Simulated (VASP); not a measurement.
Re:

```xyz
2
Lattice="2.7608 0.0000 0.0000 -1.3804 2.3909 0.0000 0.0000 0.0000 4.4582" Properties=species:S:1:pos:R:3 pbc="T T T"
Re    0.0000    1.5939    1.1145
Re    1.3804    0.7970    3.3436
```

| Quantity | Value |
| --- | --- |
| Program | VASP 6.6.1 |
| Task | relaxation of cell and atoms |
| Functional | PBE |
| Potentials or basis | VASP PAW PBE potentials, release 64 (Re) |
| Cutoff | 600 eV |
| k mesh | 18 × 18 × 10 |
| Occupations | gaussian, width 0.1 eV |
| Spin | no spin polarisation |

At the start: pressure 5.7 GPa; volume 14.71 Å³/atom.

Where does the relaxation end?

Over 9 steps the energy falls by 3.8 meV/atom and the volume is 14.93 Å³/atom (+1.5 %); space group P6_3/mmc (No. 194, to 0.05 Å).

Step by step:
| step | energy change (eV) | largest force (eV/Å) | pressure (GPa) | volume (Å³) |
| --- | --- | --- | --- | --- |
| 1 | 0.0000 | 0.0000 | 5.72 | 29.43 |
| 2 | 0.1128 | 0.0000 | -19.63 | 31.72 |
| 3 | -0.0077 | 0.0000 | -0.18 | 29.88 |
| 4 | -0.0077 | 0.0000 | -0.05 | 29.86 |
| 5 | -0.0077 | 0.0000 | 0.06 | 29.86 |
| 6 | -0.0077 | 0.0000 | 0.14 | 29.86 |
| 7 | -0.0077 | 0.0000 | 0.14 | 29.86 |
| 8 | -0.0077 | 0.0000 | 0.13 | 29.86 |
| 9 | -0.0077 | 0.0000 | 0.00 | 29.87 |

Final structure:
```cif
data_structure
_symmetry_space_group_name_H-M 'P 1'
_symmetry_Int_Tables_number 1
_cell_length_a 2.7740
_cell_length_b 2.7740
_cell_length_c 4.4821
_cell_angle_alpha 90.000
_cell_angle_beta 90.000
_cell_angle_gamma 120.000
_cell_volume 29.87
loop_
_atom_site_label
_atom_site_type_symbol
_atom_site_fract_x
_atom_site_fract_y
_atom_site_fract_z
_atom_site_occupancy
Re1 Re 0.33333 0.66667 0.25000 1
Re2 Re 0.66667 0.33333 0.75000 1
```
